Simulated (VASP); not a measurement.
# P (P-4n2) in VASP: notebook

Runs on P. Level: PBE. Tasks: single point, relaxation of cell and atoms.

All numbers are computed with VASP 6.6.1; they aren't measurements. Logs are shortened: lines on timing, memory, paths and dates and some standing lists are left out, and cuts for length are marked.

## 1. The cell of the first run

The structure is tetragonal, space group P-4n2 (No. 118). Conventional cell: a = 4.565 Å, b = 4.565 Å, c = 4.552 Å, α = 90.00°, β = 90.00°, γ = 90.00°. P (site symmetry 2) has 3 P at 2.00 to 2.07 Å within 2.6 Å. P (site symmetry -4) has 4 P at 2.07 Å within 2.7 Å.

## 2. Single point, PBE

Input file INCAR:

```
PREC = Accurate
ENCUT = 520
EDIFF = 1E-6
ISMEAR = 0
SIGMA = 0.1
LREAL = False
LASPH = True
NELM = 80
ALGO = Normal
ISIF = 2
LWAVE = False
LCHARG = False
GGA = PE
NBANDS = 24
```

Input file KPOINTS:

```
Automatic mesh
0
Gamma
  4 4 4
```

Input file POSCAR:

```
P
1.0
    4.5650164700      0.0000000000      0.0000000000
    0.0000000000      4.5650164700      0.0000000000
    0.0000000000      0.0000000000      4.5515343700
P
6
Direct
    0.1548886100      0.3451113900      0.2500000000
    0.8451113900      0.6548886100      0.2500000000
    0.3451113900      0.8451113900      0.7500000000
    0.6548886100      0.1548886100      0.7500000000
    0.5000000000      0.5000000000      0.0000000000
    0.0000000000      0.0000000000      0.5000000000
```

Potentials or basis: VASP PAW PBE potentials, release 64 (P).

The run is started by

```bash
> cat potpaw_PBE.64/P/POTCAR > POTCAR
> mpirun -np 1 vasp_std > vasp.out
```

OUTCAR:

```text
PREC = Accurate
   ENCUT = 520
   EDIFF = 1E-6
   ISMEAR = 0
   LREAL = False
   LASPH = True
   NELM = 80
   ISIF = 2
   GGA = PE

 ion  position               nearest neighbor table
   1  0.155  0.345  0.250-   2 2.00   5 2.07   6 2.07
   2  0.845  0.655  0.250-   1 2.00   5 2.07   6 2.07
   3  0.345  0.845  0.750-   4 2.00   5 2.07   6 2.07
   4  0.655  0.155  0.750-   3 2.00   5 2.07   6 2.07
   5  0.500  0.500  0.000-   1 2.07   2 2.07   3 2.07   4 2.07
   6  0.000  0.000  0.500-   1 2.07   2 2.07   3 2.07   4 2.07

  LATTYP: Found a simple tetragonal cell.
 ALAT       =     4.5650164700
 C/A-ratio  =     0.9970466481

  Lattice vectors:

 A1 = (   4.5650164700,   0.0000000000,   0.0000000000)
 A2 = (   0.0000000000,   4.5650164700,   0.0000000000)
 A3 = (   0.0000000000,   0.0000000000,   4.5515343700)

Analysis of symmetry for initial positions (statically):
=====================================================================
 Subroutine PRICEL returns:
 Original cell was already a primitive cell.

 Routine SETGRP: Setting up the symmetry group for a
 simple tetragonal supercell.

 Subroutine GETGRP returns: Found  8 space group operations
 (whereof  4 operations were pure point group operations)
 out of a pool of 16 trial point group operations.

The static configuration has the point symmetry S_4 .
 The point group associated with its full space group is D_2d.

Analysis of symmetry for dynamics (positions and initial velocities):
=====================================================================
 Subroutine PRICEL returns:
 Original cell was already a primitive cell.

 Routine SETGRP: Setting up the symmetry group for a
 simple tetragonal supercell.

 Subroutine GETGRP returns: Found  8 space group operations
 (whereof  4 operations were pure point group operations)
 out of a pool of 16 trial point group operations.

The dynamic configuration has the point symmetry S_4 .
 The point group associated with its full space group is D_2d.

 Subroutine INISYM returns: Found  8 space group operations
 (whereof  4 operations are pure point group operations),
 and found     1 'primitive' translations

----------------------------------------------------------------------------------------

                                     Primitive cell

  volume of cell :      94.8511

  direct lattice vectors                    reciprocal lattice vectors
[... 83 lines left out ...]
   LNONCOLLINEAR =      F non collinear calculations
   LSORBIT =      F    spin-orbit coupling
   LASPH  =      T    aspherical Exc in radial PAW
   ENCUT  =  520.0 eV  38.22 Ry    6.18 a.u.   8.49  8.49  8.46*2*pi/ulx,y,z
   NELM   =     80;   NELMIN=  2; NELMDL= -5     # of ELM steps
   EDIFF  = 0.1E-05   stopping-criterion for ELM
   LREAL  =      F    real-space projection
[... 7 lines left out ...]
   TEBEG  =    0.0;   TEEND  =   0.0 temperature during run
   PSTRESS=    0.0 pullay stress
   NELECT =      30.0000    total number of electrons
   NUPDOWN=      -1.0000    fix difference up-down
   EMIN   =  10.00;   EMAX   =-10.00  energy-range for DOS
   EFERMI =   0.00;   METHOD = LEGACY
   ISMEAR =     0;   SIGMA  =   0.10  broadening in eV -4-tet -1-fermi 0-gaus
   EFERMI_NEDOS =   21; number of points for ismear=-14 and -15
   IALGO  =     38    algorithm
   IMIX   =      4    mixing-type and parameters
     AMIX     =   0.40;   BMIX     =  1.00
     AMIX_MAG =   1.60;   BMIX_MAG =  1.00
  volume/ion in A,a.u.               =      15.81       106.68
  Fermi-wavevector in a.u.,A,eV,Ry     =   1.115410  2.107819 16.927535  1.244139
  Thomas-Fermi vector in A             =   2.252014
   LORBIT       =      0    0 simple, 1 ext, 2 COOP (PROOUT), +10 PAW based schemes
   GGA     = PE    functional components
   LHFCALC =     F    Hartree Fock is set to
   AEXX    =    0.0000 exact exchange contribution
   IVDW    =     0    specifies the selected vdW correction
   LEPSILON=     F    determine dielectric tensor
   LRPA    =     F    only Hartree local field effects (RPA)
 non-spin polarized calculation
 Gauss-broadening in eV      SIGMA  =   0.10
  energy-cutoff  :      520.00
  volume of cell :       94.85
 maximum number of plane-waves:      2562
 NGX is ok and might be reduce to    36
   NGX = 17   NGY = 17   NGZ = 17

 number of electron      29.9999992 magnetization

 Free energy of the ion-electron system (eV)
  ---------------------------------------------------
  ext. energy  EPLUGINS =         0.00000000
  ---------------------------------------------------
  free energy    TOTEN  =       -26.82450370 eV

  energy without entropy =      -26.79732618  energy(sigma->0) =      -26.81091494

 E-fermi :   8.6919     XC(G=0): -10.5996

 val. band max:        8.6302351779   @ k =   0.2500   0.0000   0.2500
 cond. band min:       8.7029649614   @ k =   0.5000   0.2500   0.2500
 fundamental gap:      0.0727297835
 Fermi energy:         8.6918798674

 k-point     1 :       0.0000    0.0000    0.0000
  band No.  band energies     occupation
      1      -8.8404      2.00000
      2      -5.0560      2.00000
      3      -4.8374      2.00000
      4      -2.2745      2.00000
      5      -2.2745      2.00000
      6       0.5347      2.00000
[... 475 lines left out ...]
     23      13.6811      0.00000
     24      13.6811      0.00000

------------------------ aborting loop because EDIFF is reached ----------------------------------------

  FORCE on cell =-STRESS in cart. coord.  units (eV):
  Direction    XX          YY          ZZ          XY          YZ          ZX
  --------------------------------------------------------------------------------------
  -------------------------------------------------------------------------------------
  Total       19.3962262     19.3962262     11.2847888      0.0000000     -0.0000000      0.0000000
  in kB      327.6312350    327.6312350    190.6169403      0.0000000     -0.0000000      0.0000000
  external PRESSURE =     281.9598034 kB  Pullay stress =       0.0000000 kB

 VOLUME and BASIS-vectors are now :
 -----------------------------------------------------------------------------
  energy-cutoff  :      520.00
  volume of cell :       94.85
      direct lattice vectors                 reciprocal lattice vectors
     4.565016470  0.000000000  0.000000000     0.219057260  0.000000000  0.000000000
     0.000000000  4.565016470  0.000000000     0.000000000  0.219057260  0.000000000
     0.000000000  0.000000000  4.551534370     0.000000000  0.000000000  0.219706130

 POSITION                                       TOTAL-FORCE (eV/Angst)
 -----------------------------------------------------------------------------------
      0.70707      1.57544      1.13788         0.636551     -0.636551     -0.000000
      3.85795      2.98958      1.13788        -0.636551      0.636551      0.000000
      1.57544      3.85795      3.41365        -0.636551     -0.636551      0.000000
      2.98958      0.70707      3.41365         0.636551      0.636551      0.000000
      2.28251      2.28251      0.00000         0.000000     -0.000000      0.000000
      0.00000      0.00000      2.27577         0.000000     -0.000000      0.000000
 -----------------------------------------------------------------------------------
    total drift:                               -0.000000     -0.000000      0.000000

  FREE ENERGIE OF THE ION-ELECTRON SYSTEM (eV)
  ---------------------------------------------------
  free  energy   TOTEN  =       -26.8245036977 eV

  energy  without entropy=      -26.7973261817  energy(sigma->0) =      -26.81091494
```

OSZICAR:

```text
N       E                     dE             d eps       ncg     rms          rms(c)
DAV:   1     0.110579114408E+03    0.11058E+03   -0.13235E+04   864   0.110E+03
DAV:   2    -0.206148914537E+02   -0.13119E+03   -0.12435E+03  1080   0.192E+02
DAV:   3    -0.273191536082E+02   -0.67043E+01   -0.64987E+01  1176   0.418E+01
DAV:   4    -0.274357876580E+02   -0.11663E+00   -0.11623E+00  1032   0.623E+00
DAV:   5    -0.274388623241E+02   -0.30747E-02   -0.30727E-02  1200   0.884E-01    0.185E+01
DAV:   6    -0.269683717901E+02    0.47049E+00   -0.38454E-01  1016   0.304E+00    0.111E+01
DAV:   7    -0.268309477951E+02    0.13742E+00   -0.52239E-01  1040   0.334E+00    0.919E-01
DAV:   8    -0.268244167129E+02    0.65311E-02   -0.61195E-02  1032   0.137E+00    0.743E-01
DAV:   9    -0.268245947086E+02   -0.17800E-03   -0.35551E-03  1120   0.305E-01    0.232E-01
DAV:  10    -0.268244866901E+02    0.10802E-03   -0.50456E-04  1064   0.109E-01    0.702E-02
DAV:  11    -0.268245027065E+02   -0.16016E-04   -0.83599E-05  1096   0.494E-02    0.423E-02
DAV:  12    -0.268245036977E+02   -0.99118E-06   -0.33658E-06  1072   0.104E-02
   1 F= -.26824504E+02 E0= -.26810915E+02  d E =-.271775E-01
```

stdout:

```text
POSCAR found type information on POSCAR P
 POSCAR found :  1 types and       6 ions
 scaLAPACK will be used
 LDA part: xc-table for (Slater+PW92), standard interpolation
 POSCAR, INCAR and KPOINTS ok, starting setup
 FFT: planning ... GRIDC
 FFT: planning ... GRID_SOFT
 FFT: planning ... GRID
 WAVECAR not read
 entering main loop
```

Run time: 27 s. Hardware: 1 thread of AMD EPYC 7R43 (Zen 3), shared host; peak memory 0.16 GiB.

What came out:

| Item | Value |
| --- | --- |
| Free energy | -26.8245 eV |
| Pressure | 28.2 GPa |
| Largest force | 0.900 eV/Å |
| Band gap on the k mesh | zero (band 15 reaches 9.68 eV, above the bottom of band 16 at 8.12 eV) |

Forces in eV/Å, atoms in the order of the input:
```
P    0.637 -0.637  0.000
P   -0.637  0.637  0.000
P   -0.637 -0.637  0.000
P    0.637  0.637  0.000
P    0.000  0.000  0.000
P    0.000  0.000  0.000
```

[end of part 1 of 2]
